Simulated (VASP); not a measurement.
# CuPdRh14 (P1) in VASP: single point with PBE

Aim: the single point of CuPdRh14 with PBE.

All numbers are computed with VASP 6.6.1; they aren't measurements. Logs are shortened: lines on timing, memory, paths and dates and some standing lists are left out, and cuts for length are marked.

### 1 The cell of the first run

The typed cell holds 16 atoms: a = 5.491 Å, b = 5.498 Å, c = 8.637 Å, α = 90.00°, β = 89.77°, γ = 120.04°.

### 2 Single point, PBE

Input file INCAR:

```
ALGO = Fast
EDIFF = 1E-6
ENCUT = 520
GGA = PE
ISIF = 2
ISMEAR = 0
ISYM = 0
LASPH = True
LCHARG = True
LELF = True
LREAL = Auto
LVHAR = True
LWAVE = False
NBANDS = 130
NELM = 100
PREC = Accurate
SIGMA = 0.1
```

Input file KPOINTS:

```
Automatic mesh
0
Gamma
  3 3 2
  0 0 0.5
```

Input file POSCAR:

```
CuPdRh14
1.0
    2.7418149783     -4.7574276677      0.0111125308
    2.7491021803      4.7616349357     -0.0000232323
    0.0177428775     -0.0102867774      8.6371468838
Cu Rh Pd
1 14 1
Direct
    0.3340165996      0.6665364429      0.1263008241
    0.3361882108      0.1678751423      0.1247979627
    0.3351312517      0.1671798739      0.6254071268
    0.8347966354      0.1706347655      0.1286882979
    0.8339112279      0.1691426506      0.6227894366
    0.3319689870      0.6656069944      0.6224745197
    0.8349289238      0.6633411538      0.1287190387
    0.8340703167      0.6640019018      0.6228044386
    0.6653409845      0.3322533285      0.3746060631
    0.6660656550      0.3325979698      0.8764960004
    0.1690399800      0.3334371176      0.3751523945
    0.1659356599      0.3320447801      0.8752378008
    0.6681388544      0.8336787597      0.3756599694
    0.1690451819      0.8347337690      0.3751116841
    0.1659613235      0.8330541367      0.8752434700
    0.6651205178      0.8321286217      0.8781518800
```

Potentials or basis: VASP PAW PBE potentials, release 64 (Cu, Rh_pv, Pd).

Started as:

```sh
cat potpaw_PBE.64/Cu/POTCAR potpaw_PBE.64/Rh_pv/POTCAR potpaw_PBE.64/Pd/POTCAR > POTCAR
mpirun -np 1 vasp_std > vasp.out
```

OUTCAR:

```text
EDIFF = 1E-6
   ENCUT = 520
   GGA = PE
   ISIF = 2
   ISMEAR = 0
   ISYM = 0
   LASPH = True
   LREAL = Auto
   NELM = 100
   PREC = Accurate

 ion  position               nearest neighbor table
   1  0.334  0.667  0.126-  16 2.65  14 2.67  11 2.67  13 2.68  12 2.69  15 2.69   7 2.73   4 2.73
                             2 2.75   2 2.75   4 2.76   7 2.76
   2  0.336  0.168  0.125-  10 2.65   9 2.67  11 2.68  14 2.68  12 2.68  15 2.68   7 2.73   4 2.73
                             1 2.75   1 2.75   4 2.76   7 2.76
   3  0.335  0.167  0.625-   9 2.67  12 2.68  15 2.68  11 2.68  14 2.68  10 2.69   5 2.73   8 2.73
                             6 2.75   6 2.75   8 2.76   5 2.76
   4  0.835  0.171  0.129-   9 2.64  11 2.66  13 2.67  12 2.69  10 2.69  16 2.70   7 2.71   2 2.73
                             1 2.73   1 2.76   2 2.76   7 2.79
   5  0.834  0.169  0.623-  11 2.66   9 2.67  13 2.67  10 2.70  12 2.70   8 2.72  16 2.72   6 2.73
                             3 2.73   3 2.76   6 2.76   8 2.78
   6  0.332  0.666  0.622-  13 2.66  14 2.66  11 2.66  15 2.70  12 2.70  16 2.72   8 2.73   5 2.73
                             3 2.75   3 2.75   5 2.76   8 2.76
   7  0.835  0.663  0.129-   9 2.64  14 2.66  13 2.67  15 2.69  10 2.69  16 2.70   4 2.71   2 2.73
                             1 2.73   1 2.76   2 2.76   4 2.79
   8  0.834  0.664  0.623-  14 2.66   9 2.67  13 2.67  10 2.70  15 2.70   5 2.72  16 2.72   6 2.73
                             3 2.73   3 2.76   6 2.76   5 2.78
   9  0.665  0.332  0.375-   7 2.64   4 2.64   5 2.67   8 2.67   3 2.67   2 2.67  11 2.73  14 2.73
                            13 2.75  13 2.75  14 2.76  11 2.76
  10  0.666  0.333  0.876-   2 2.65   3 2.69   4 2.69   7 2.69   5 2.70   8 2.70  15 2.74  12 2.74
                            12 2.75  15 2.75  16 2.75  16 2.75
  11  0.169  0.333  0.375-   6 2.66   5 2.66   4 2.66   1 2.67   2 2.68   3 2.68   9 2.73  14 2.74
                            13 2.74  13 2.75  14 2.76   9 2.76
  12  0.166  0.332  0.875-   3 2.68   2 2.68   4 2.69   1 2.69   6 2.70   5 2.70  15 2.74  16 2.74
                            10 2.74  10 2.75  16 2.75  15 2.75
  13  0.668  0.834  0.376-   6 2.66   4 2.67   7 2.67   5 2.67   8 2.67   1 2.68  14 2.74  11 2.74
                            11 2.75  14 2.75   9 2.75   9 2.75
  14  0.169  0.835  0.375-   6 2.66   8 2.66   7 2.66   1 2.67   2 2.68   3 2.68   9 2.73  11 2.74
                            13 2.74  13 2.75  11 2.76   9 2.76
  15  0.166  0.833  0.875-   3 2.68   2 2.68   7 2.69   1 2.69   6 2.70   8 2.70  16 2.74  12 2.74
                            10 2.74  10 2.75  16 2.75  12 2.75
  16  0.665  0.832  0.878-   1 2.65   4 2.70   7 2.70   6 2.72   5 2.72   8 2.72  15 2.74  12 2.74
                            12 2.75  15 2.75  10 2.75  10 2.75

IMPORTANT INFORMATION: All symmetrisations will be switched off!
NOSYMM: (Re-)initialisation of all symmetry stuff for point group C_1.

----------------------------------------------------------------------------------------

                                     Primitive cell

  volume of cell :     225.7235

  direct lattice vectors                    reciprocal lattice vectors
[... 119 lines left out ...]
     AMIX_MAG =   1.60;   BMIX_MAG =  1.00
  volume/ion in A,a.u.               =      14.11        95.20
  Fermi-wavevector in a.u.,A,eV,Ry     =   1.649757  3.117588 37.030941  2.721697
  Thomas-Fermi vector in A             =   2.738822
   LORBIT       =      0    0 simple, 1 ext, 2 COOP (PROOUT), +10 PAW based schemes
   GGA     = PE    functional components
   LHFCALC =     F    Hartree Fock is set to
   AEXX    =    0.0000 exact exchange contribution
   IVDW    =     0    specifies the selected vdW correction
   LEPSILON=     F    determine dielectric tensor
   LRPA    =     F    only Hartree local field effects (RPA)
 non-spin polarized calculation
 RMM-DIIS sequential band-by-band and
 Gauss-broadening in eV      SIGMA  =   0.10
  energy-cutoff  :      520.00
  volume of cell :      225.72
 maximum number of plane-waves:      6085
 NGX is ok and might be reduce to    42
   NGX = 21   NGY = 21   NGZ = 33

 number of electron     230.9999983 magnetization

 Free energy of the ion-electron system (eV)
  ---------------------------------------------------
  ext. energy  EPLUGINS =         0.00000000
  ---------------------------------------------------
  free energy    TOTEN  =      -109.40477866 eV

  energy without entropy =     -109.25471450  energy(sigma->0) =     -109.32974658

 E-fermi :  11.0261     XC(G=0): -13.7093

 val. band max:       11.0233094185   @ k =   0.0000   0.3333  -0.2500
 cond. band min:      11.0268662071   @ k =  -0.3333   0.3333  -0.2500
 fundamental gap:      0.0035567886
 Fermi energy:        11.0261301945

 k-point     1 :       0.0000   -0.0000    0.2500
  band No.  band energies     occupation
      1     -36.0503      2.00000
      2     -35.9661      2.00000
      3     -35.9599      2.00000
      4     -35.9452      2.00000
      5     -35.9113      2.00000
      6     -35.8978      2.00000
[... 1159 lines left out ...]
    126      11.7284      0.00000
    127      12.0433      0.00000
 [bands above 127 left out]

------------------------ aborting loop because EDIFF is reached ----------------------------------------

  FORCE on cell =-STRESS in cart. coord.  units (eV):
  Direction    XX          YY          ZZ          XY          YZ          ZX
  --------------------------------------------------------------------------------------
  -------------------------------------------------------------------------------------
  Total        0.0746944      0.0783044      0.1155705      0.0008757     -0.0226968      0.0448513
  in kB        0.5301780      0.5558018      0.8203157      0.0062156     -0.1611008      0.3183531
  external PRESSURE =       0.6354318 kB  Pullay stress =       0.0000000 kB

 VOLUME and BASIS-vectors are now :
 -----------------------------------------------------------------------------
  energy-cutoff  :      520.00
  volume of cell :      225.72
      direct lattice vectors                 reciprocal lattice vectors
     2.741814978 -4.757427668  0.011112531     0.182200548 -0.105192427 -0.000499569
     2.749102180  4.761634936 -0.000023232     0.182039054  0.104912712 -0.000249004
     0.017742878 -0.010286777  8.637146884    -0.000233929  0.000135622  0.115779616

 POSITION                                       TOTAL-FORCE (eV/Angst)
 -----------------------------------------------------------------------------------
      2.75043      1.58344      1.09458         0.000454      0.003361      0.006412
      1.38549     -0.80131      1.08163        -0.004620     -0.007080      0.005342
      1.38956     -0.80475      5.40545        -0.001302      0.000399     -0.000252
      2.76023     -3.16031      1.12077         0.004029      0.005726     -0.004873
      2.76247     -3.16828      5.38839         0.002795     -0.004178     -0.003168
      2.75106      1.58366      5.38008        -0.003379     -0.000855      0.004527
[... 8 lines left out ...]
      2.76072      3.16815      7.56143        -0.000818      0.002227     -0.005465
      4.12682      0.78900      7.59210         0.005076     -0.003750      0.003194
 -----------------------------------------------------------------------------------
    total drift:                               -0.000122     -0.001922     -0.001673

  FREE ENERGIE OF THE ION-ELECTRON SYSTEM (eV)
  ---------------------------------------------------
  free  energy   TOTEN  =      -109.4047786647 eV

  energy  without entropy=     -109.2547144961  energy(sigma->0) =     -109.32974658
```

Wall time 8.1 min (1 thread of Intel Xeon 6975P-C (Granite Rapids), shared host); peak memory 0.43 GiB.

Results:

- Free energy: -109.4048 eV
- Pressure: 0.1 GPa
- Largest force: 0.012 eV/Å
- Band gap on the k mesh: zero (an odd number of electrons rules out a gap without spin polarisation)

Forces on the atoms (eV/Å):
```
Cu   0.000  0.003  0.006
Rh  -0.005 -0.007  0.005
Rh  -0.001  0.000  0.000
Rh   0.004  0.006 -0.005
Rh   0.003 -0.004 -0.003
Rh  -0.003 -0.001  0.005
Rh  -0.003 -0.002 -0.008
Rh   0.000  0.004 -0.006
Rh  -0.008  0.005  0.003
Rh  -0.003  0.002  0.007
Rh  -0.001 -0.004 -0.001
Rh  -0.002  0.001 -0.008
Rh   0.007 -0.006  0.007
Rh   0.007  0.005  0.000
Rh  -0.001  0.002 -0.005
Pd   0.005 -0.004  0.003
```

Levels at points of the mesh, in eV from the Fermi level:
```tsv
k point	band 112	band 113	band 114	band 115	band 116	band 117	band 118	band 119	band 120	band 121
(0.00, 0.00, 0.25)	0.32	0.34	0.40	0.43	0.43	0.49	0.50	0.58	0.59	0.62
```

Caveat: the k points lie up to 0.44 Å⁻¹ apart, too coarse for converged energies and pressures of a metal.
